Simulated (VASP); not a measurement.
# Mg2Ge2N (P-3m1) in VASP: single point with PBE

Aim: the single point of Mg2Ge2N with PBE.

Everything below comes from runs of VASP 6.6.1. Logs are shortened: lines on timing, memory, paths and dates and some standing lists are left out, and cuts for length are marked.

## 1. The cell of the first run

Symmetry: P-3m1, No. 164, trigonal system. Conventional cell: a = 3.156 Å, b = 3.156 Å, c = 8.474 Å, α = 90.00°, β = 90.00°, γ = 120.00°. Within 2.8 Å of Mg (site symmetry 3m) lie 3 N at 2.15 Å and 3 Ge at 2.39 Å. Within 3.3 Å of Ge (site symmetry 3m) lie 3 Mg at 2.39 Å and 6 Ge at 3.16 Å and 3 N at 3.24 Å. Within 2.8 Å of N (site symmetry -3m) lie 6 Mg at 2.15 Å.

The cell was built from a structure type or drawn by symmetry, and may not be a known phase.

## 2. Single point, PBE

Input file INCAR:

```
SYSTEM = Mg2Ge2N
PREC = Accurate ; ENCUT = 750
EDIFF = 1E-6 ; ISMEAR = 0
SIGMA = 0.1 ; LREAL = .False.
LASPH = .True. ; NELM = 120
ALGO = Normal ; ISIF = 2
LWAVE = .False. ; LCHARG = .True.
GGA = PE ; LELF = .True.
LVHAR = .True. ; NBANDS = 34
GGA_COMPAT = .False.
```

Input file KPOINTS:

```
Automatic mesh
0
Gamma
  6 6 2
  0 0 0
```

Input file POSCAR:

```
Mg2Ge2N
1.0
    3.1563538500      0.0000000000      0.0000000000
   -1.5781769200      2.7334826200      0.0000000000
    0.0000000000      0.0000000000      8.4735918400
Mg Ge N
2 2 1
Direct
    0.6666666700      0.3333333300      0.8658250600
    0.3333333300      0.6666666700      0.1341749400
    0.3333333300      0.6666666700      0.6841193400
    0.6666666700      0.3333333300      0.3158806600
    0.0000000000      0.0000000000      0.0000000000
```

Potentials or basis: VASP PAW PBE potentials, release 64 (Mg_sv, Ge_d, N).

Started as:

```bash
$ cat potpaw_PBE.64/Mg_sv/POTCAR potpaw_PBE.64/Ge_d/POTCAR potpaw_PBE.64/N/POTCAR > POTCAR
$ mpirun -np 1 vasp_std > vasp.out
```

OUTCAR:

```text
SYSTEM = Mg2Ge2N
   PREC = Accurate
   ENCUT = 750
   EDIFF = 1E-6
   ISMEAR = 0
   LREAL = .False.
   LASPH = .True.
   NELM = 120
   ISIF = 2
   GGA = PE

 ion  position               nearest neighbor table
   1  0.667  0.333  0.866-   3 2.39   3 2.39   3 2.39
   2  0.333  0.667  0.134-   4 2.39   4 2.39   4 2.39
   3  0.333  0.667  0.684-   1 2.39   1 2.39   1 2.39
   4  0.667  0.333  0.316-   2 2.39   2 2.39   2 2.39
   5  0.000  0.000  0.000-

  LATTYP: Found a hexagonal cell.
 ALAT       =     3.1563538500
 C/A-ratio  =     2.6846140334

  Lattice vectors:

 A1 = (   3.1563538500,   0.0000000000,   0.0000000000)
 A2 = (  -1.5781769200,   2.7334826200,   0.0000000000)
 A3 = (   0.0000000000,   0.0000000000,   8.4735918400)

Analysis of symmetry for initial positions (statically):
=====================================================================
 Subroutine PRICEL returns:
 Original cell was already a primitive cell.

 Routine SETGRP: Setting up the symmetry group for a
 hexagonal supercell.

 Subroutine GETGRP returns: Found 12 space group operations
 (whereof 12 operations were pure point group operations)
 out of a pool of 24 trial point group operations.

The static configuration has the point symmetry D_3d.

Analysis of symmetry for dynamics (positions and initial velocities):
=====================================================================
 Subroutine PRICEL returns:
 Original cell was already a primitive cell.

 Routine SETGRP: Setting up the symmetry group for a
 hexagonal supercell.

 Subroutine GETGRP returns: Found 12 space group operations
 (whereof 12 operations were pure point group operations)
 out of a pool of 24 trial point group operations.

The dynamic configuration has the point symmetry D_3d.

 Subroutine INISYM returns: Found 12 space group operations
 (whereof 12 operations are pure point group operations),
 and found     1 'primitive' translations

----------------------------------------------------------------------------------------

                                     Primitive cell

  volume of cell :      73.1088

  direct lattice vectors                    reciprocal lattice vectors
     3.156353850  0.000000000  0.000000000     0.316821259  0.182916838  0.000000000
    -1.578176920  2.733482620  0.000000000     0.000000000  0.365833678  0.000000000
     0.000000000  0.000000000  8.473591840     0.000000000  0.000000000  0.118013709

  length of vectors
     3.156353850  3.156353850  8.473591840     0.365833678  0.365833678  0.118013709

  position of ions in fractional coordinates (direct lattice)
     0.666666670  0.333333330  0.865825060
     0.333333330  0.666666670  0.134174940
     0.333333330  0.666666670  0.684119340
     0.666666670  0.333333330  0.315880660
     0.000000000  0.000000000  0.000000000

  ion indices of the primitive-cell ions
   primitive index   ion index
                 1           1
                 2           2
                 3           3
                 4           4
                 5           5

----------------------------------------------------------------------------------------

 KPOINTS: Automatic mesh

Automatic generation of k-mesh.
 Grid dimensions read from file:
 generate k-points for:    6    6    2

 Generating k-lattice:

  Cartesian coordinates                     Fractional coordinates (reciprocal lattice)
     0.052803543  0.030486140  0.000000000     0.166666667  0.000000000  0.000000000
     0.000000000  0.060972280  0.000000000     0.000000000  0.166666667  0.000000000
     0.000000000  0.000000000  0.059006854     0.000000000  0.000000000  0.500000000

  Length of vectors
     0.060972280  0.060972280  0.059006854

  Shift w.r.t. Gamma in fractional coordinates (k-lattice)
     0.000000000  0.000000000  0.000000000

 Subroutine IBZKPT returns following result:
 ===========================================

 Found     14 irreducible k-points:

 Following reciprocal coordinates:
            Coordinates               Weight
  0.000000  0.000000  0.000000      1.000000
  0.166667 -0.000000  0.000000      6.000000
  0.333333  0.000000  0.000000      6.000000
  0.500000 -0.000000  0.000000      3.000000
  0.166667  0.166667  0.000000      6.000000
  0.333333  0.166667  0.000000     12.000000
  0.333333  0.333333  0.000000      2.000000
  0.000000  0.000000  0.500000      1.000000
  0.166667 -0.000000  0.500000      6.000000
  0.333333  0.000000  0.500000      6.000000
  0.500000 -0.000000  0.500000      3.000000
  0.166667  0.166667  0.500000      6.000000
  0.333333  0.166667  0.500000     12.000000
  0.333333  0.333333  0.500000      2.000000
   k-points           NKPTS =     14   k-points in BZ     NKDIM =     14   number of bands    NBANDS=     34
   number of dos      NEDOS =    301   number of ions     NIONS =      5
   total plane-waves  NPLWV =  62720
   dimension x,y,z NGX =    28 NGY =   28 NGZ =   80
   dimension x,y,z NGXF=    56 NGYF=   56 NGZF=  160
   ions per type =               2   2   1
   NGX,Y,Z   is equivalent  to a cutoff of  14.75, 14.75, 15.70 a.u.
   NGXF,Y,Z  is equivalent  to a cutoff of  29.50, 29.50, 31.39 a.u.
 SYSTEM =  Mg2Ge2N
   PREC   = accura    normal or accurate (medium, high low for compatibility)
   ISTART =      0    job   : 0-new  1-cont  2-samecut
   ICHARG =      2    charge: 1-file 2-atom 10-const
   ISPIN  =      1    spin polarized calculation?
   LNONCOLLINEAR =      F non collinear calculations
   LSORBIT =      F    spin-orbit coupling
   LASPH  =      T    aspherical Exc in radial PAW
   ENCUT  =  750.0 eV  55.12 Ry    7.42 a.u.   7.05  7.05 18.92*2*pi/ulx,y,z
   NELM   =    120;   NELMIN=  2; NELMDL= -5     # of ELM steps
   EDIFF  = 0.1E-05   stopping-criterion for ELM
   LREAL  =      F    real-space projection
   EDIFFG = 0.1E-04   stopping-criterion for IOM
   NSW    =      0    number of steps for IOM
   IBRION =     -1    ionic relax: 0-MD 1-quasi-New 2-CG
   NFREE  =      0    steps in history (QN), initial steepest desc. (CG)
   ISIF   =      2    stress and relaxation
   ISYM   =      2    0-nonsym 1-usesym 2-fastsym
   POTIM  = 0.5000    time-step for ionic-motion
   TEBEG  =    0.0;   TEEND  =   0.0 temperature during run
   PSTRESS=    0.0 pullay stress
   NELECT =      53.0000    total number of electrons
   NUPDOWN=      -1.0000    fix difference up-down
   EMIN   =  10.00;   EMAX   =-10.00  energy-range for DOS
   EFERMI =   0.00;   METHOD = LEGACY
   ISMEAR =     0;   SIGMA  =   0.10  broadening in eV -4-tet -1-fermi 0-gaus
   EFERMI_NEDOS =   21; number of points for ismear=-14 and -15
   IALGO  =     38    algorithm
   IMIX   =      4    mixing-type and parameters
     AMIX     =   0.40;   BMIX     =  1.00
     AMIX_MAG =   1.60;   BMIX_MAG =  1.00
  volume/ion in A,a.u.               =      14.62        98.67
  Fermi-wavevector in a.u.,A,eV,Ry     =   1.470653  2.779132 29.426964  2.162821
  Thomas-Fermi vector in A             =   2.585884
   LORBIT       =      0    0 simple, 1 ext, 2 COOP (PROOUT), +10 PAW based schemes
   GGA     = PE    functional components
   LHFCALC =     F    Hartree Fock is set to
   AEXX    =    0.0000 exact exchange contribution
   IVDW    =     0    specifies the selected vdW correction
   LEPSILON=     F    determine dielectric tensor
   LRPA    =     F    only Hartree local field effects (RPA)
 non-spin polarized calculation
 Gauss-broadening in eV      SIGMA  =   0.10
  energy-cutoff  :      750.00
  volume of cell :       73.11
 maximum number of plane-waves:      3432
   NGX = 15   NGY = 15   NGZ = 37

 number of electron      53.0000017 magnetization

 Free energy of the ion-electron system (eV)
  ---------------------------------------------------
  ext. energy  EPLUGINS =         0.00000000
  ---------------------------------------------------
  free energy    TOTEN  =       -17.63364458 eV

  energy without entropy =      -17.62148416  energy(sigma->0) =      -17.62756437

 E-fermi :   5.3442     XC(G=0): -10.9330

 val. band max:        5.2865078450   @ k =   0.1667   0.1667   0.0000
 cond. band min:       5.3691426700   @ k =   0.3333   0.0000   0.5000
 fundamental gap:      0.0826348250
 Fermi energy:         5.3442248311

 k-point     1 :       0.0000    0.0000    0.0000
  band No.  band energies     occupation
      1     -69.1531      2.00000
      2     -69.1474      2.00000
      3     -35.9575      2.00000
      4     -35.9143      2.00000
      5     -35.9006      2.00000
      6     -35.9006      2.00000
[... 26 lines left out ...]
     33      14.7627      0.00000
     34      16.1824      0.00000

 k-point     2 :       0.1667   -0.0000    0.0000
  band No.  band energies     occupation
      1     -69.1520      2.00000
      2     -69.1471      2.00000
      3     -35.9543      2.00000
      4     -35.9200      2.00000
      5     -35.9054      2.00000
      6     -35.9038      2.00000
[... 26 lines left out ...]
     33      14.4866      0.00000
     34      15.1761      0.00000

 k-point     3 :       0.3333    0.0000    0.0000
  band No.  band energies     occupation
      1     -69.1499      2.00000
      2     -69.1466      2.00000
      3     -35.9489      2.00000
      4     -35.9364      2.00000
      5     -35.9163      2.00000
      6     -35.9105      2.00000
[... 26 lines left out ...]
     33      12.6480      0.00000
     34      13.3273      0.00000
[... 334 lines left out ...]
 k-point    13 :       0.3333    0.1667    0.5000
  band No.  band energies     occupation
      1     -69.1485      2.00000
      2     -69.1466      2.00000
      3     -35.9459      2.00000
      4     -35.9406      2.00000
      5     -35.9237      2.00000
      6     -35.9150      2.00000
[... 26 lines left out ...]
     33      13.5864      0.00000
     34      14.2625      0.00000

 k-point    14 :       0.3333    0.3333    0.5000
  band No.  band energies     occupation
      1     -69.1472      2.00000
      2     -69.1472      2.00000
      3     -35.9401      2.00000
      4     -35.9401      2.00000
      5     -35.9322      2.00000
      6     -35.9137      2.00000
[... 26 lines left out ...]
     33      13.0823      0.00000
     34      13.6192      0.00000

------------------------ aborting loop because EDIFF is reached ----------------------------------------

  FORCE on cell =-STRESS in cart. coord.  units (eV):
  Direction    XX          YY          ZZ          XY          YZ          ZX
  --------------------------------------------------------------------------------------
  -------------------------------------------------------------------------------------
  Total        9.0900502      9.0900503      9.9836222      0.0000000      0.0000000      0.0000000
  in kB      199.2082515    199.2082519    218.7908620      0.0000004      0.0000000      0.0000000
  external PRESSURE =     205.7357885 kB  Pullay stress =       0.0000000 kB

 VOLUME and BASIS-vectors are now :
 -----------------------------------------------------------------------------
  energy-cutoff  :      750.00
  volume of cell :       73.11
      direct lattice vectors                 reciprocal lattice vectors
     3.156353850  0.000000000  0.000000000     0.316821259  0.182916838  0.000000000
    -1.578176920  2.733482620  0.000000000     0.000000000  0.365833678  0.000000000
     0.000000000  0.000000000  8.473591840     0.000000000  0.000000000  0.118013709

 POSITION                                       TOTAL-FORCE (eV/Angst)
 -----------------------------------------------------------------------------------
      1.57818      0.91116      7.33665        -0.000000     -0.000000      4.794381
     -0.00000      1.82232      1.13694        -0.000000      0.000000     -4.794381
     -0.00000      1.82232      5.79695        -0.000000      0.000000     -5.130792
      1.57818      0.91116      2.67664         0.000000     -0.000000      5.130792
      0.00000      0.00000      0.00000         0.000000      0.000000     -0.000000
 -----------------------------------------------------------------------------------
    total drift:                               -0.000000      0.000000     -0.000000

  FREE ENERGIE OF THE ION-ELECTRON SYSTEM (eV)
  ---------------------------------------------------
  free  energy   TOTEN  =       -17.6336445781 eV

  energy  without entropy=      -17.6214841614  energy(sigma->0) =      -17.62756437
```

Wall time 2.3 min (1 thread of Intel Xeon Platinum 8375C at 2.90GHz (Ice Lake), shared host); peak memory 0.26 GiB.

What came out:

```yaml
Free_energy: -17.6336 eV
Pressure: 20.6 GPa
Largest_force: 5.131 eV/Å
Band_gap_on_the_k_mesh: zero (an odd number of electrons rules out a gap without spin polarisation)
```

Forces in eV/Å, atoms in the order of the input:
```
Mg   0.000  0.000  4.794
Mg   0.000  0.000 -4.794
Ge   0.000  0.000 -5.131
Ge   0.000  0.000  5.131
N    0.000  0.000  0.000
```

Caveat: the k points lie up to 0.38 Å⁻¹ apart, too coarse for converged energies and pressures of a metal; forces of over 1 eV/Å act on the atoms, so gaps and moduli don't describe the material at rest.
